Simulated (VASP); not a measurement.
## Fe: single point with PBE

Fe:

```xyz
1
Lattice="-1.3820 1.3820 1.6047 1.3820 -1.3820 1.6047 1.3820 1.3820 -1.6047" Properties=species:S:1:pos:R:3 pbc="T T T"
Fe    0.0000    0.0000    0.0000
```

This cell differs from its parent crystal: volume 12.259 Å^3 an atom, c/a of the conventional cell 1.1612.

- Program: VASP 6.6.1
- Task: single point
- Functional: PBE
- Potentials or basis: VASP PAW PBE potentials, release 64 (Fe)
- Cutoff: 520 eV
- k mesh: 12 × 12 × 12
- Occupations: gaussian, width 0.15 eV
- Spin: collinear spin, ferromagnetic start
- Starting moments: [2.44] μB

```yaml
Pressure: -8.7 GPa
Net_moment: 2.42 μB per cell
Site_moments: Fe +2.43 μB
Valence_electrons_inside_the_program's_atomic_spheres: Fe 7.12
```

Stress tensor (GPa, compression positive):
```
 -5.46   0.00   0.00
  0.00  -5.46   0.00
  0.00   0.00 -15.26
```

Levels at points of the mesh, in eV from the Fermi level:
Spin up:
```
           k point  band 1  band 2  band 3  band 4  band 5  band 6  band 7  band 8  band 9  band 10
(0.00, 0.00, 0.00)   -8.04   -2.35   -2.35   -1.80   -1.56   -0.98   22.58   25.00   25.00    28.01
(0.50, 0.00, 0.00)   -4.57   -2.86   -1.70   -0.75    0.01    0.22    6.24   18.93   20.66    23.57
(0.50, 0.50, 0.00)   -4.63   -3.70   -0.71   -0.66    0.21    1.34    7.71   15.78   16.39    20.51
(0.50, 0.50, 0.50)   -4.61   -4.30   -0.30    0.00    0.00    6.04   11.28   11.28   12.59    16.44
```
Spin down:
```csv
k point,band 1,band 2,band 3,band 4,band 5,band 6,band 7
"(0.00, 0.00, 0.00)",-7.86,-0.26,-0.26,0.63,1.13,2.08,22.23
"(0.50, 0.00, 0.00)",-3.22,-0.78,0.29,1.02,2.13,2.55,7.76
"(0.50, 0.50, 0.00)",-3.09,-1.91,1.47,2.23,2.25,2.65,9.17
"(0.50, 0.50, 0.50)",-2.68,-2.36,2.35,2.41,2.41,6.29,11.61
```

It took 84 s on 1 thread of AMD EPYC 7R43 64-Core Processor (Zen 3), on a shared host, peak memory 0.12 GiB.
